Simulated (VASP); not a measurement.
# Co (P6_3/mmc) in VASP: notebook, part 2 of 2

VASP 6.6.1.

**3. Single point, PBEsol, collinear spin, ferromagnetic start (volume scaled by 0.94)**

INCAR

```
PREC = Accurate ; ENCUT = 520
EDIFF = 1E-6 ; ISMEAR = -1
SIGMA = 0.05 ; LREAL = False
LASPH = True ; NELM = 150
ALGO = Normal ; ISIF = 2
LWAVE = False ; LCHARG = False
ISPIN = 2 ; MAGMOM = 2 2
LORBIT = 11 ; LMAXMIX = 4
GGA = PS ; NBANDS = 20
```

KPOINTS

```
regular mesh
0
Gamma
  12 12 7
```

POSCAR

```
Co
1.0
    2.4215367659      0.0000000000      0.0000000000
   -1.2107683830      2.0971123555      0.0000000000
    0.0000000000      0.0000000000      3.9390568819
Co
2
Direct
    0.6666666667      0.3333333333      0.7500000000
    0.3333333333      0.6666666667      0.2500000000
```

Potentials or basis: VASP PAW PBE potentials, release 64 (Co).

On the command line:

```console
$ cat potpaw_PBE.64/Co/POTCAR > POTCAR
$ mpirun -np 1 vasp_std > vasp.out
```

OUTCAR:

```text
PREC = Accurate
   ENCUT = 520
   EDIFF = 1E-6
   ISMEAR = -1
   LREAL = False
   LASPH = True
   NELM = 150
   ISIF = 2
   ISPIN = 2
   LORBIT = 11
   GGA = PS

 ion  position               nearest neighbor table
   1  0.667  0.333  0.750-   2 2.42   2 2.42   2 2.42   2 2.42   2 2.42   2 2.42
   2  0.333  0.667  0.250-   1 2.42   1 2.42   1 2.42   1 2.42   1 2.42   1 2.42

  LATTYP: Found a hexagonal cell.
 ALAT       =     2.4215367659
 C/A-ratio  =     1.6266764715

  Lattice vectors:

[... 1322 lines left out ...]
  external PRESSURE =      79.3838099 kB  Pullay stress =       0.0000000 kB

 VOLUME and BASIS-vectors are now :
 -----------------------------------------------------------------------------
  energy-cutoff  :      520.00
  volume of cell :       20.00
      direct lattice vectors                 reciprocal lattice vectors
     2.421536766  0.000000000  0.000000000     0.412960899  0.238423086  0.000000000
    -1.210768383  2.097112356  0.000000000     0.000000000  0.476846172  0.000000000
     0.000000000  0.000000000  3.939056882     0.000000000  0.000000000  0.253867875

 POSITION                                       TOTAL-FORCE (eV/Angst)
 -----------------------------------------------------------------------------------
      1.21077      0.69904      2.95429         0.000000     -0.000000      0.000000
     -0.00000      1.39807      0.98476        -0.000000      0.000000      0.000000
 -----------------------------------------------------------------------------------
    total drift:                               -0.000000      0.000000     -0.000000

  FREE ENERGIE OF THE ION-ELECTRON SYSTEM (eV)
  ---------------------------------------------------
  free  energy   TOTEN  =       -15.4593595823 eV

  energy  without entropy=      -15.4454251454  energy(sigma->0) =      -15.45239236

 total charge

# of ion       s       p       d       tot
------------------------------------------
    1        0.524   0.599   7.320   8.443
    2        0.524   0.599   7.320   8.443
--------------------------------------------------
tot          1.047   1.198  14.641  16.887

 magnetization (x)

# of ion       s       p       d       tot
------------------------------------------
    1       -0.016  -0.051   1.578   1.512
    2       -0.016  -0.051   1.578   1.512
--------------------------------------------------
tot         -0.031  -0.102   3.157   3.023
```

OSZICAR:

```text
N       E                     dE             d eps       ncg     rms          rms(c)
DAV:   1     0.834362461371E+02    0.83436E+02   -0.81600E+03  6408   0.126E+03
DAV:   2    -0.132571775038E+02   -0.96693E+02   -0.87178E+02  6184   0.220E+02
DAV:   3    -0.178028665252E+02   -0.45457E+01   -0.43709E+01  6936   0.569E+01
DAV:   4    -0.178715373015E+02   -0.68671E-01   -0.68618E-01  7516   0.614E+00
DAV:   5    -0.178735104791E+02   -0.19732E-02   -0.19731E-02  7056   0.984E-01    0.173E+01
DAV:   6    -0.158364165753E+02    0.20371E+01   -0.73454E+00  6952   0.575E+01    0.629E+00
DAV:   7    -0.155067897384E+02    0.32963E+00   -0.10237E+00  7416   0.194E+01    0.399E+00
DAV:   8    -0.154767951329E+02    0.29995E-01   -0.14118E-02  9040   0.127E+00    0.186E+00
DAV:   9    -0.154602060813E+02    0.16589E-01   -0.20592E-03 10292   0.885E-01    0.465E-01
DAV:  10    -0.154593555321E+02    0.85055E-03   -0.57558E-04  8044   0.293E-01    0.762E-02
DAV:  11    -0.154593634347E+02   -0.79026E-05   -0.22050E-05  7908   0.539E-02    0.293E-02
DAV:  12    -0.154593599812E+02    0.34534E-05   -0.39105E-06  6712   0.180E-02    0.180E-02
DAV:  13    -0.154593595823E+02    0.39898E-06   -0.19585E-06  5736   0.167E-02
   1 F= -.15459360E+02 E0= -.15452392E+02  d E =-.139344E-01  mag=     3.0221
```

Run time: 23 s. Hardware: 1 thread of Intel Xeon 6975P-C (Granite Rapids), shared host; peak memory 0.16 GiB.

What came out:

| Property | Result |
| --- | --- |
| Free energy | -15.4594 eV |
| Pressure | 7.9 GPa |
| Net moment | 3.02 μB per cell |
| Site moments | Co +1.51 μB |
| Valence electrons inside the program's atomic spheres | Co 8.44 |

Caveat: the PAW data sets were made with another functional, which shifts forces and pressure a little.

**4. Single point, LDA, collinear spin, ferromagnetic start (volume scaled by 0.96)**

INCAR

```
SYSTEM = Co
ALGO = Normal
EDIFF = 1E-6
ENCUT = 520
ISIF = 2
ISMEAR = -1
ISPIN = 2
LASPH = .TRUE.
LCHARG = .FALSE.
LMAXMIX = 4
LORBIT = 11
LREAL = .FALSE.
LWAVE = .FALSE.
MAGMOM = 2 2
NBANDS = 20
NELM = 150
PREC = Accurate
SIGMA = 0.05
```

KPOINTS

```
k-points
0
G
  12 12 7
  0 0 0
```

POSCAR

```
Co
1.0
    2.4385904036      0.0000000000      0.0000000000
   -1.2192952018      2.1118812389      0.0000000000
    0.0000000000      0.0000000000      3.9667976331
Co
2
Direct
    0.6666666667      0.3333333333      0.7500000000
    0.3333333333      0.6666666667      0.2500000000
```

Potentials or basis: VASP PAW LDA potentials, release 64 (Co).

On the command line:

```console
$ cat potpaw_LDA.64/Co/POTCAR > POTCAR
$ mpirun -np 1 vasp_std > vasp.out
```

It took 22 s on 1 thread of Intel Xeon 6975P-C (Granite Rapids), shared host; peak memory 0.15 GiB.

The run converged. Its results:

```yaml
Free_energy: -16.2476 eV
Pressure: -6.6 GPa
Net_moment: 2.98 μB per cell
Site_moments: Co +1.49 μB
Valence_electrons_inside_the_program's_atomic_spheres: Co 8.40
```

Stress tensor (GPa, compression positive):
```
-5.67  0.00  0.00
 0.00 -5.67  0.00
 0.00  0.00 -8.51
```

Levels at points of the mesh, in eV from the Fermi level:
Spin up:
```
           k point  band 6  band 7  band 8  band 9  band 10  band 11  band 12  band 13  band 14  band 15
(0.00, 0.00, 0.00)   -2.15   -2.15   -1.73   -1.73    -0.52    -0.52    -0.15     6.93    22.59    25.73
(0.50, 0.00, 0.00)   -2.44   -2.08   -0.36   -0.28    -0.20     1.63     3.77    10.17    10.88    13.40
```
Spin down:
```tsv
k point	band 5	band 6	band 7	band 8	band 9	band 10
(0.00, 0.00, 0.00)	-1.14	-0.75	-0.75	-0.26	-0.26	0.02
(0.50, 0.00, 0.00)	-1.28	-1.19	-0.76	1.20	1.32	1.37
```

**5. Summary**

```tsv
level	potentials or basis	cell	gap on the mesh (eV)	pressure (GPa)	moment (μB)
LDA	VASP PAW LDA potentials, release 64 (Co)	a = 2.422, b = 2.422, c = 3.939 Å, angles 90.0, 90.0, 120.0°, 2 atoms	none	-1.1	2.96
PBEsol	VASP PAW PBE potentials, release 64 (Co)	a = 2.422, b = 2.422, c = 3.939 Å, angles 90.0, 90.0, 120.0°, 2 atoms	none	7.9	3.02
LDA	VASP PAW LDA potentials, release 64 (Co)	a = 2.439, b = 2.439, c = 3.967 Å, angles 90.0, 90.0, 120.0°, 2 atoms	none	-6.6	2.98
```

Alike in all rows: task single point; spin collinear, ferromagnetic start; k mesh 12 × 12 × 7; cutoff (eV) 520; smearing fermi-dirac 0.05 eV.

Caveats: the PAW data sets were made with another functional, which shifts forces and pressure a little (some runs).

Absolute energies hang on the potentials; compare differences alone.
